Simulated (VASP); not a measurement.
Set up this calculation in VASP 6.6.1, as the native input.

```
Task                   : relaxation of cell and atoms
Functional             : PBE
Potentials or basis    : VASP PAW PBE potentials, release 64 (Ge_d, S)
Cutoff                 : 600 eV
k mesh                 : 12 × 12 × 12
Occupations            : gaussian, width 0.1 eV
Spin                   : no spin polarisation
Dipole correction      : no
Further INCAR settings : ALGO = Normal; EDIFF = 1e-06; IBRION = 2; EDIFFG = -0.01; NSW = 100; ISIF = 3
```

The structure of GeS3 lies in POSCAR:

```
GeS3
1.0
   -2.6588527771      2.6588527771      2.6588527771
    2.6588527771     -2.6588527771      2.6588527771
    2.6588527771      2.6588527771     -2.6588527771
Ge S
1 3
Direct
    0.0000000000      0.0000000000      0.0000000000
    0.0000000000      0.5000000000      0.5000000000
    0.5000000000      0.0000000000      0.5000000000
    0.5000000000      0.5000000000      0.0000000000
```

These files were run (other wordings do the same):

INCAR

```
SYSTEM = GeS3
PREC = Accurate
ENCUT = 600
EDIFF = 1E-6
ISMEAR = 0
SIGMA = 0.1
LREAL = .False.
LASPH = .True.
NELM = 60
ALGO = Normal
ISIF = 3
LWAVE = .False.
LCHARG = .False.
GGA = PE
IBRION = 2
NSW = 100
EDIFFG = -0.01
```

KPOINTS

```
Automatic mesh
0
Gamma
  12 12 12
  0 0 0
```

Potentials or basis: VASP PAW PBE potentials, release 64 (Ge_d, S).

Launch:

```sh
$ cat potpaw_PBE.64/Ge_d/POTCAR potpaw_PBE.64/S/POTCAR > POTCAR
$ mpirun -np 1 vasp_std > vasp.out
```

Results of the run:

- Relaxed volume: 18.55 Å³/atom
- Relaxed cell: a = 4.585 Å, b = 4.585 Å, c = 4.585 Å, α = 109.47°, β = 109.47°, γ = 109.47°
- Space group after relaxing (to 0.05 Å): Im-3m (No. 229)
- Energy gained by relaxing: 0.5 meV/atom
- Ionic steps: 2
- Pressure after relaxing: 0.0 GPa
- Band gap on the k mesh: zero (band 16 reaches 8.88 eV, above the bottom of band 17 at 4.22 eV)

It took 4.4 min on 1 thread of Intel Xeon 8259CL, on a shared host, peak memory 0.32 GiB.
